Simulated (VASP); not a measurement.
Input of a VASP 6.6.1 run:

The input POSCAR:

```
GaN
1.0
    3.1194347660     -0.0011177860      0.0000000000
   -1.5607101087      2.7745142988      0.0000000000
    0.0000000000      0.0000000000      5.2001753569
Ga N
2 2
Direct
    0.6658134160      0.3317001656      0.4999655575
    0.3341865840      0.6682998344      0.9999655575
    0.6640098607      0.3282854261      0.8750344425
    0.3359901393      0.6717145739      0.3750344425
```

Contents of INCAR.step1:

```
PREC = Accurate
ENCUT = 520
ISMEAR = 0
SIGMA = 0.02
LREAL = False
LASPH = True
NELM = 80
NBANDS = 26
GGA = PE
ALGO = Normal
EDIFF = 1E-4
LWAVE = True
LCHARG = False
```

INCAR.step2

```
PREC = Accurate
ENCUT = 520
EDIFF = 1E-7
ISMEAR = 0
SIGMA = 0.02
LREAL = False
LASPH = True
NELM = 80
ALGO = Normal
ISIF = 2
LWAVE = False
LCHARG = False
METAGGA = R2SCAN
LMIXTAU = True
NBANDS = 26
ISTART = 1
```

File KPOINTS:

```
regular mesh
0
Gamma
  12 12 6
```

Potentials or basis: VASP PAW PBE potentials, release 64 (Ga_d, N).

Run with:

```console
$ cat potpaw_PBE.64/Ga_d/POTCAR potpaw_PBE.64/N/POTCAR > POTCAR
$ cp INCAR.step1 INCAR
$ mpirun -np 1 vasp_std > vasp.out
$ cp INCAR.step2 INCAR
$ mpirun -np 1 vasp_std > vasp.out
```

**Question.** What does it give for the band gap on the k mesh?

**Answer.** 2.29 eV.

**Question.** What does it give for the pressure?

**Answer.** 3.3 GPa.

Stress tensor (GPa, compression positive):
```
7.49 0.08 0.00
0.08 1.20 0.00
0.00 0.00 1.08
```

Caveat: the cell differs from its parent crystal (uniaxial strain along a: -2.0 %, then relaxed in part); the stress differs along the axes, from 1 to 7 GPa; the PAW data sets were made with another functional, which shifts forces and pressure a little.
